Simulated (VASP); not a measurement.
Here is a VASP 6.6.1 calculation.

File INCAR:

```
PREC = Accurate
ENCUT = 520
EDIFF = 1E-6
ISMEAR = 0
SIGMA = 0.05
LREAL = False
LASPH = True
NELM = 60
ALGO = Normal
ISIF = 2
LWAVE = False
LCHARG = False
GGA = PS
NBANDS = 16
```

KPOINTS

```
Automatic mesh
0
Gamma
  10 10 10
```

Contents of POSCAR:

```
ZnS
1.0
   -0.2827350237      2.5446152133      2.5446152133
    2.5446152133     -0.2827350237      2.5446152133
    2.5446152133      2.5446152133     -0.2827350237
Zn S
1 1
Direct
    0.0000000000      0.0000000000      0.0000000000
    0.7500000000      0.7500000000      0.7500000000
```

Potentials or basis: VASP PAW PBE potentials, release 64 (Zn, S).

Command:

```bash
$ cat potpaw_PBE.64/Zn/POTCAR potpaw_PBE.64/S/POTCAR > POTCAR
$ mpirun -np 1 vasp_std > vasp.out
```

(1) Predict the band gap on the k mesh.

(2) Predict the largest force.

Results:

(1) 1.68 eV, direct.

(2) 2.147 eV/Å.

Caveat: the PAW data sets were made with another functional, which shifts forces and pressure a little.
